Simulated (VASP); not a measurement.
# SiC (P6_3mc) in VASP: notebook

SiC is run at these levels: r2SCAN; tasks: single point.

Everything below comes from runs of VASP 6.6.1. Logs are shortened: lines on timing, memory, paths and dates and some standing lists are left out, and cuts for length are marked.

**1. The cell of the first run**

Symmetry: P6_3mc, No. 186, hexagonal system. Conventional cell: a = 2.952 Å, b = 2.952 Å, c = 5.170 Å, α = 90.00°, β = 90.00°, γ = 120.00°. Within 2.4 Å of Si (site symmetry 3m) lie 4 C at 1.83 to 1.93 Å. Within 2.4 Å of C (site symmetry 3m) lie 4 Si at 1.83 to 1.93 Å.

**2. Single point, r2SCAN (biaxial strain in the a-b plane: -4.0 %)**

Contents of POSCAR:

```
SiC
1.0
    2.9522856689      0.0000000000      0.0000000000
   -1.4761428344      2.5567543885      0.0000000000
    0.0000000000      0.0000000000      5.1695011792
Si C
2 2
Direct
    0.3333333333      0.6666666667      0.5008914735
    0.6666666667      0.3333333333      1.0008914735
    0.3333333333      0.6666666667      0.8741085265
    0.6666666667      0.3333333333      0.3741085265
```

Contents of INCAR.step1:

```
PREC     = Accurate       # precision mode
ENCUT    = 520            # plane-wave cutoff, eV
ISMEAR   = 0              # smearing method
SIGMA    = 0.02           # smearing width, eV
LREAL    = False          # projectors in reciprocal space
LASPH    = True           # aspherical terms in the spheres
NELM     = 100            # most SCF steps
NBANDS   = 16             # bands
GGA      = PE             # functional
ALGO     = Normal         # electronic algorithm
EDIFF    = 1E-4           # SCF threshold, eV
LWAVE    = True           # write WAVECAR
LCHARG   = False          # write CHGCAR
```

Contents of INCAR.step2:

```
PREC     = Accurate       # precision mode
ENCUT    = 520            # plane-wave cutoff, eV
EDIFF    = 1E-7           # SCF threshold, eV
ISMEAR   = 0              # smearing method
SIGMA    = 0.02           # smearing width, eV
LREAL    = False          # projectors in reciprocal space
LASPH    = True           # aspherical terms in the spheres
NELM     = 100            # most SCF steps
ALGO     = Normal         # electronic algorithm
ISIF     = 2              # what is computed and relaxed
LWAVE    = False          # write WAVECAR
LCHARG   = True           # write CHGCAR
METAGGA  = R2SCAN         # meta-GGA
LMIXTAU  = True         
LELF     = True           # ELF
LVHAR    = True         
NBANDS   = 16             # bands
ISTART   = 1
```

Contents of KPOINTS:

```
regular mesh
0
Gamma
  12 12 6
```

Potentials or basis: VASP PAW PBE potentials, release 64 (Si, C).

Run with:

```console
$ cat potpaw_PBE.64/Si/POTCAR potpaw_PBE.64/C/POTCAR > POTCAR
$ cp INCAR.step1 INCAR
$ mpirun -np 1 vasp_std > vasp.out
$ cp INCAR.step2 INCAR
$ mpirun -np 1 vasp_std > vasp.out
```

OUTCAR:

```text
PREC = Accurate
   ENCUT = 520
   EDIFF = 1E-7
   ISMEAR = 0
   LREAL = False
   LASPH = True
   NELM = 100
   ISIF = 2
   METAGGA = R2SCAN
   ISTART = 1

 ion  position               nearest neighbor table
   1  0.333  0.667  0.501-   4 1.83   4 1.83   4 1.83   3 1.93   2 3.10   2 3.10   2 3.10   2 3.10
                             2 3.10   2 3.10
   2  0.667  0.333  0.001-   3 1.83   3 1.83   3 1.83   4 1.93   1 3.10   1 3.10   1 3.10   1 3.10
                             1 3.10   1 3.10
   3  0.333  0.667  0.874-   2 1.83   2 1.83   2 1.83   1 1.93
   4  0.667  0.333  0.374-   1 1.83   1 1.83   1 1.83   2 1.93

  LATTYP: Found a hexagonal cell.
 ALAT       =     2.9522856689
 C/A-ratio  =     1.7510165881

  Lattice vectors:

 A1 = (   2.9522856689,   0.0000000000,   0.0000000000)
 A2 = (  -1.4761428344,   2.5567543885,   0.0000000000)
 A3 = (   0.0000000000,   0.0000000000,   5.1695011792)

Analysis of symmetry for initial positions (statically):
=====================================================================
 Subroutine PRICEL returns:
 Original cell was already a primitive cell.

 Routine SETGRP: Setting up the symmetry group for a
 hexagonal supercell.

 Subroutine GETGRP returns: Found 12 space group operations
 (whereof  6 operations were pure point group operations)
 out of a pool of 24 trial point group operations.

The static configuration has the point symmetry C_3v.
 The point group associated with its full space group is C_6v.

Analysis of symmetry for dynamics (positions and initial velocities):
=====================================================================
 Subroutine PRICEL returns:
 Original cell was already a primitive cell.

 Routine SETGRP: Setting up the symmetry group for a
 hexagonal supercell.

 Subroutine GETGRP returns: Found 12 space group operations
 (whereof  6 operations were pure point group operations)
 out of a pool of 24 trial point group operations.

The dynamic configuration has the point symmetry C_3v.
 The point group associated with its full space group is C_6v.

 Subroutine INISYM returns: Found 12 space group operations
 (whereof  6 operations are pure point group operations),
 and found     1 'primitive' translations

----------------------------------------------------------------------------------------

                                     Primitive cell

  volume of cell :      39.0208

  direct lattice vectors                    reciprocal lattice vectors
     2.952285669  0.000000000  0.000000000     0.338720609  0.195560435  0.000000000
    -1.476142834  2.556754388  0.000000000     0.000000000  0.391120870  0.000000000
     0.000000000  0.000000000  5.169501179     0.000000000  0.000000000  0.193442262

  length of vectors
     2.952285669  2.952285669  5.169501179     0.391120870  0.391120870  0.193442262

  position of ions in fractional coordinates (direct lattice)
     0.333333333  0.666666667  0.500891473
     0.666666667  0.333333333  0.000891473
     0.333333333  0.666666667  0.874108527
     0.666666667  0.333333333  0.374108527

  ion indices of the primitive-cell ions
   primitive index   ion index
                 1           1
                 2           2
                 3           3
                 4           4

----------------------------------------------------------------------------------------

 KPOINTS: regular mesh

Automatic generation of k-mesh.
 Grid dimensions read from file:
 generate k-points for:   12   12    6

 Generating k-lattice:

  Cartesian coordinates                     Fractional coordinates (reciprocal lattice)
     0.028226717  0.016296703  0.000000000     0.083333333 -0.000000000  0.000000000
     0.000000000  0.032593406  0.000000000     0.000000000  0.083333333  0.000000000
     0.000000000  0.000000000  0.032240377     0.000000000  0.000000000  0.166666667

  Length of vectors
     0.032593406  0.032593406  0.032240377

  Shift w.r.t. Gamma in fractional coordinates (k-lattice)
     0.000000000  0.000000000  0.000000000

 Subroutine IBZKPT returns following result:
 ===========================================

 Found     76 irreducible k-points:

 Following reciprocal coordinates:
            Coordinates               Weight
  0.000000  0.000000  0.000000      1.000000
  0.083333  0.000000  0.000000      6.000000
  0.166667  0.000000  0.000000      6.000000
  0.250000 -0.000000  0.000000      6.000000
  0.333333 -0.000000  0.000000      6.000000
  0.416667 -0.000000  0.000000      6.000000
[... 16 lines left out ...]
  0.250000 -0.000000  0.166667     12.000000
  0.333333 -0.000000  0.166667     12.000000
 [... further k-points ...]
   k-points           NKPTS =     76   k-points in BZ     NKDIM =     76   number of bands    NBANDS=     16
   number of dos      NEDOS =    301   number of ions     NIONS =      4
   total plane-waves  NPLWV =  23040
   dimension x,y,z NGX =    24 NGY =   24 NGZ =   40
   dimension x,y,z NGXF=    48 NGYF=   48 NGZF=   80
   ions per type =               2   2
   NGX,Y,Z   is equivalent  to a cutoff of  13.51, 13.51, 12.86 a.u.
   NGXF,Y,Z  is equivalent  to a cutoff of  27.03, 27.03, 25.73 a.u.
 SYSTEM =  unknown system
   PREC   = accura    normal or accurate (medium, high low for compatibility)
   ISTART =      1    job   : 0-new  1-cont  2-samecut
   ICHARG =      0    charge: 1-file 2-atom 10-const
   ISPIN  =      1    spin polarized calculation?
   LNONCOLLINEAR =      F non collinear calculations
   LSORBIT =      F    spin-orbit coupling
   LASPH  =      T    aspherical Exc in radial PAW
   ENCUT  =  520.0 eV  38.22 Ry    6.18 a.u.   5.49  5.49  9.61*2*pi/ulx,y,z
   NELM   =    100;   NELMIN=  2; NELMDL=  0     # of ELM steps
   EDIFF  = 0.1E-06   stopping-criterion for ELM
   LREAL  =      F    real-space projection
   EDIFFG = 0.1E-05   stopping-criterion for IOM
   NSW    =      0    number of steps for IOM
   IBRION =     -1    ionic relax: 0-MD 1-quasi-New 2-CG
   NFREE  =      0    steps in history (QN), initial steepest desc. (CG)
   ISIF   =      2    stress and relaxation
   ISYM   =      2    0-nonsym 1-usesym 2-fastsym
   POTIM  = 0.5000    time-step for ionic-motion
   TEBEG  =    0.0;   TEEND  =   0.0 temperature during run
   PSTRESS=    0.0 pullay stress
   NELECT =      16.0000    total number of electrons
   NUPDOWN=      -1.0000    fix difference up-down
   EMIN   =  10.00;   EMAX   =-10.00  energy-range for DOS
   EFERMI =   0.00;   METHOD = LEGACY
   ISMEAR =     0;   SIGMA  =   0.02  broadening in eV -4-tet -1-fermi 0-gaus
   EFERMI_NEDOS =   21; number of points for ismear=-14 and -15
   IALGO  =     38    algorithm
   IMIX   =      4    mixing-type and parameters
     AMIX     =   0.40;   BMIX     =  1.00
     AMIX_MAG =   1.60;   BMIX_MAG =  1.00
  volume/ion in A,a.u.               =       9.76        65.83
  Fermi-wavevector in a.u.,A,eV,Ry     =   1.216231  2.298344 20.125988  1.479218
  Thomas-Fermi vector in A             =   2.351592
   LORBIT       =      0    0 simple, 1 ext, 2 COOP (PROOUT), +10 PAW based schemes
   METAGGA = R2SCAN    functional components
   LHFCALC =     F    Hartree Fock is set to
   AEXX    =    0.0000 exact exchange contribution
   IVDW    =     0    specifies the selected vdW correction
   LEPSILON=     F    determine dielectric tensor
   LRPA    =     F    only Hartree local field effects (RPA)
 non-spin polarized calculation
 Gauss-broadening in eV      SIGMA  =   0.02
  energy-cutoff  :      520.00
  volume of cell :       39.02
 maximum number of plane-waves:      1081
 NGX is ok and might be reduce to    24
   NGX = 11   NGY = 11   NGZ = 19

 number of electron      16.0000000 magnetization

 Free energy of the ion-electron system (eV)
  ---------------------------------------------------
  ext. energy  EPLUGINS =         0.00000000
  ---------------------------------------------------
  free energy    TOTEN  =       -38.32502543 eV

  energy without entropy =      -38.32502543  energy(sigma->0) =      -38.32502543

 E-fermi :   9.0886     XC(G=0): -12.1950

 val. band max:        8.9740428199   @ k =   0.0000   0.0000   0.0000
 cond. band min:      11.1485674789   @ k =   0.3333   0.3333   0.0000
 fundamental gap:      2.1745246591
 Fermi energy:         9.0886274896

 k-point     1 :       0.0000    0.0000    0.0000
  band No.  band energies     occupation
      1      -8.0267      2.00000
      2      -4.7002      2.00000
      3      -0.6699      2.00000
      4       7.8730      2.00000
      5       7.8730      2.00000
      6       8.2743      2.00000
[... 8 lines left out ...]
     15      19.0656      0.00000
     16      21.3616      0.00000

 k-point     2 :       0.0833    0.0000    0.0000
  band No.  band energies     occupation
      1      -7.8891      2.00000
      2      -4.5792      2.00000
      3      -0.5390      2.00000
      4       7.1471      2.00000
      5       7.6341      2.00000
      6       8.2257      2.00000
[... 8 lines left out ...]
     15      19.3973      0.00000
     16      20.4218      0.00000

 k-point     3 :       0.1667    0.0000    0.0000
  band No.  band energies     occupation
      1      -7.4799      2.00000
      2      -4.2246      2.00000
      3      -0.1533      2.00000
      4       5.5068      2.00000
      5       7.0963      2.00000
      6       7.2047      2.00000
[... 8 lines left out ...]
     15      19.8276      0.00000
     16      20.0902      0.00000

 k-point     4 :       0.2500   -0.0000    0.0000
  band No.  band energies     occupation
      1      -6.8119      2.00000
      2      -3.6703      2.00000
      3       0.4514      2.00000
      4       3.6409      2.00000
      5       5.6204      2.00000
      6       6.5128      2.00000
[... 8 lines left out ...]
     15      20.2795      0.00000
     16      21.2374      0.00000

 k-point     5 :       0.3333   -0.0000    0.0000
  band No.  band energies     occupation
      1      -5.9163      2.00000
      2      -3.0224      2.00000
      3       1.0150      2.00000
      4       2.1636      2.00000
      5       3.9962      2.00000
      6       6.0297      2.00000
[... 8 lines left out ...]
     15      21.0249      0.00000
     16      22.6266      0.00000

 k-point     6 :       0.4167   -0.0000    0.0000
  band No.  band energies     occupation
      1      -4.8871      2.00000
      2      -2.6438      2.00000
      3       0.4795      2.00000
      4       2.3777      2.00000
      5       2.6792      2.00000
      6       5.7186      2.00000
[... 8 lines left out ...]
     15      20.2828      0.00000
     16      22.8498      0.00000
[... 267 lines left out ...]
 k-point    21 :       0.0833    0.0000    0.1667
  band No.  band energies     occupation
      1      -7.7570      2.00000
      2      -5.0361      2.00000
      3       0.1462      2.00000
      4       7.2173      2.00000
      5       7.3692      2.00000
      6       7.7059      2.00000
[... 8 lines left out ...]
     15      19.1438      0.00000
     16      20.8591      0.00000

 k-point    22 :       0.1667    0.0000    0.1667
  band No.  band energies     occupation
      1      -7.3490      2.00000
      2      -4.6678      2.00000
      3       0.5047      2.00000
      4       5.6093      2.00000
      5       6.7956      2.00000
      6       7.1785      2.00000
[... 8 lines left out ...]
     15      19.9902      0.00000
     16      20.2593      0.00000

 k-point    23 :       0.2500   -0.0000    0.1667
  band No.  band energies     occupation
      1      -6.6833      2.00000
      2      -4.0846      2.00000
      3       1.0311      2.00000
      4       3.7965      2.00000
      5       5.2869      2.00000
      6       6.6026      2.00000
[... 8 lines left out ...]
     15      20.6925      0.00000
     16      21.1726      0.00000

 k-point    24 :       0.3333   -0.0000    0.1667
  band No.  band energies     occupation
      1      -5.7921      2.00000
      2      -3.3720      2.00000
      3       1.1845      2.00000
      4       2.6477      2.00000
      5       3.6507      2.00000
      6       6.1239      2.00000
[... 8 lines left out ...]
     15      21.3246      0.00000
     16      22.5609      0.00000

 [... further k-points ...]
[... 5 lines left out ...]
  --------------------------------------------------------------------------------------
  -------------------------------------------------------------------------------------
  Total        7.1743081      7.1743081     -2.8077782      0.0000000      0.0000000      0.0000000
  in kB      294.5741128    294.5741128   -115.2862066      0.0000000      0.0000000      0.0000000
  external PRESSURE =     157.9540064 kB  Pullay stress =       0.0000000 kB

 VOLUME and BASIS-vectors are now :
 -----------------------------------------------------------------------------
  energy-cutoff  :      520.00
  volume of cell :       39.02
      direct lattice vectors                 reciprocal lattice vectors
     2.952285669  0.000000000  0.000000000     0.338720609  0.195560435  0.000000000
    -1.476142834  2.556754388  0.000000000     0.000000000  0.391120870  0.000000000
     0.000000000  0.000000000  5.169501179     0.000000000  0.000000000  0.193442262

 POSITION                                       TOTAL-FORCE (eV/Angst)
 -----------------------------------------------------------------------------------
     -0.00000      1.70450      2.58936        -0.000000      0.000000      0.386475
      1.47614      0.85225      0.00461         0.000000     -0.000000      0.386475
     -0.00000      1.70450      4.51871        -0.000000      0.000000     -0.386475
      1.47614      0.85225      1.93395         0.000000      0.000000     -0.386475
 -----------------------------------------------------------------------------------
    total drift:                                0.000000      0.000000      0.001510

  FREE ENERGIE OF THE ION-ELECTRON SYSTEM (eV)
  ---------------------------------------------------
  free  energy   TOTEN  =       -38.3250254262 eV

  energy  without entropy=      -38.3250254262  energy(sigma->0) =      -38.32502543
```

Wall time 3 min (1 thread of Intel Xeon Platinum 8375C at 2.90GHz (Ice Lake), shared host); peak memory 0.18 GiB.

What came out:

```
Free energy            : -38.3250 eV
Pressure               : 15.8 GPa
Largest force          : 0.386 eV/Å
Band gap on the k mesh : 2.17 eV, indirect (least direct gap 5.04 eV)
```

Forces on the atoms (eV/Å):
```
Si   0.000  0.000  0.386
Si   0.000  0.000  0.386
C    0.000  0.000 -0.386
C    0.000  0.000 -0.386
```

Stress tensor (GPa, compression positive):
```
 29.46   0.00   0.00
  0.00  29.46   0.00
  0.00   0.00 -11.53
```

Caveat: the cell differs from its parent crystal (biaxial strain in the a-b plane: -4.0 %); the PAW data sets were made with another functional, which shifts forces and pressure a little. A k mesh can miss the band edges.

**3. Single point, r2SCAN (biaxial strain in the a-b plane: -2.0 %, then relaxed in part)**

Contents of POSCAR:

```
SiC
1.0
    3.0137916203      0.0000000000      0.0000000000
   -1.5068958101      2.6100201049      0.0000000000
    0.0000000000      0.0000000000      5.0664403785
Si C
2 2
Direct
    0.3333333333      0.6666666667      0.5008914735
    0.6666666667      0.3333333333      1.0008914735
    0.3333333333      0.6666666667      0.8741085265
    0.6666666667      0.3333333333      0.3741085265
```

Contents of INCAR.step1:

```
PREC = Accurate
ENCUT = 520
ISMEAR = 0
SIGMA = 0.02
LREAL = False
LASPH = True
NELM = 100
NBANDS = 16
GGA = PE
ALGO = Normal
EDIFF = 1E-4
LWAVE = True
LCHARG = False
```

Contents of INCAR.step2:

```
PREC = Accurate
ENCUT = 520
EDIFF = 1E-6
ISMEAR = 0
SIGMA = 0.02
LREAL = False
LASPH = True
NELM = 100
ALGO = Normal
ISIF = 2
LWAVE = False
LCHARG = False
METAGGA = R2SCAN
LMIXTAU = True
NBANDS = 16
ISTART = 1
```

KPOINTS is that of step 2.

Potentials or basis: VASP PAW PBE potentials, release 64 (Si, C).

Run with:

```console
$ cat potpaw_PBE.64/Si/POTCAR potpaw_PBE.64/C/POTCAR > POTCAR
$ cp INCAR.step1 INCAR
$ mpirun -np 1 vasp_std > vasp.out
$ cp INCAR.step2 INCAR
$ mpirun -np 1 vasp_std > vasp.out
```

Wall time 2.8 min (1 thread of Intel Xeon Platinum 8375C at 2.90GHz (Ice Lake), shared host); peak memory 0.18 GiB.

It converged, with:

* Free energy: -38.5709 eV
* Pressure: 8.9 GPa
* Band gap on the k mesh: 2.40 eV, indirect (least direct gap 4.76 eV)

Stress tensor (GPa, compression positive):
```
13.54  0.00  0.00
 0.00 13.54  0.00
 0.00  0.00 -0.26
```

Levels at points of the mesh, in eV from the valence-band top:
| k point | band 6 | band 7 | band 8 | band 9 | band 10 | band 11 |
| --- | --- | --- | --- | --- | --- | --- |
| (0.00, 0.00, 0.00) | -0.38 | 0.00 | 0.00 | 6.05 | 6.58 | 7.58 |
| (0.50, 0.00, 0.00) | -3.57 | -3.47 | -1.33 | 3.43 | 4.44 | 7.73 |
| (0.00, 0.00, 0.50) | -0.69 | -0.69 | -0.69 | 7.06 | 7.06 | 8.24 |
| (0.50, 0.00, 0.50) | -2.69 | -2.58 | -2.58 | 3.64 | 3.64 | 5.85 |

Caveat: the cell differs from its parent crystal (biaxial strain in the a-b plane: -2.0 %, then relaxed in part); the PAW data sets were made with another functional, which shifts forces and pressure a little.

[end of part 1 of 2]
